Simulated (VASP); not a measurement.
Here is a VASP 6.6.1 calculation.

Contents of INCAR:

```
PREC = Accurate
ENCUT = 520
EDIFF = 1E-6
ISMEAR = 0
SIGMA = 0.15
LREAL = False
LASPH = True
NELM = 60
ALGO = Normal
ISIF = 2
LWAVE = False
LCHARG = False
GGA = PE
NBANDS = 19
```

File KPOINTS:

```
regular mesh
0
Gamma
  12 12 8
```

File POSCAR:

```
TiTe2
1.0
    3.7770008876      0.0000000000      0.0000000000
   -1.8885004438      3.2709787188      0.0000000000
    0.0000000000      0.0000000000      6.4980000000
Ti Te
1 2
Direct
    0.0000000000      0.0000000000      0.0000000000
    0.6666666667      0.3333333333      0.2628000000
    0.3333333333      0.6666666667      0.7372000000
```

Potentials or basis: VASP PAW PBE potentials, release 64 (Ti_sv, Te).

Launch:

```sh
$ cat potpaw_PBE.64/Ti_sv/POTCAR potpaw_PBE.64/Te/POTCAR > POTCAR
$ mpirun -np 1 vasp_std > vasp.out
```

What does it give for the largest force?

0.040 eV/Å.

What does it give for the band gap on the k mesh?

Zero (band 12 reaches 7.21 eV, above the bottom of band 13 at 6.55 eV).

Forces in eV/Å, atoms in the order of the input:
```
Ti   0.000  0.000  0.000
Te   0.000  0.000  0.040
Te   0.000  0.000 -0.040
```

Caveat: spin-orbit coupling is left out, which moves the levels of the heavy elements.
